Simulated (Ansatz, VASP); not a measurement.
## One calculation of ScAl3N3, two programs

```
Sc Al N
1.0
     2.78549    1.60820    3.45150
    -2.78549    1.60820    3.45150
     0.00000   -3.21641    3.45150
Sc Al N
1 3 3
Cartesian
  0.0000 0.0000 0.4416
  0.0000 0.0000 8.1650
  0.0000 0.0000 5.6196
  0.0000 0.0000 3.0738
  -1.3930 0.8042 2.1690
  0.0000 -1.6085 2.1690
  1.3930 0.8042 2.1690
```

Alike in both runs: functional PBE; k mesh 4 × 4 × 4; occupations gaussian, width 0.2 eV; no spin polarisation.

Ansatz relaxed the structure, and its values are those at the end. VASP's run is a single point on that final structure, the one shown.

|  | VASP | Ansatz |
| --- | --- | --- |
| version | VASP 6.6.1 | Ansatz 0.2.0 |
| potentials or method | VASP PAW PBE potentials, release 64 (Sc_sv, Al, N), cutoff 600 eV | scalar-relativistic, plane waves, PAW |
| valence electrons in the cell | 35 | 35 |

Ansatz gave:

* gap on the k mesh at the Fermi level (eV): none
* pressure (GPa): 0.4

Problem. What did VASP give for the same quantities?

Solution. gap on the k mesh at the Fermi level (eV): none; pressure (GPa): 0.5.

A gap of «none» marks a metal or a gap that the smearing closes. The functional is the same, so the differences come from potentials, cutoffs and numerics.
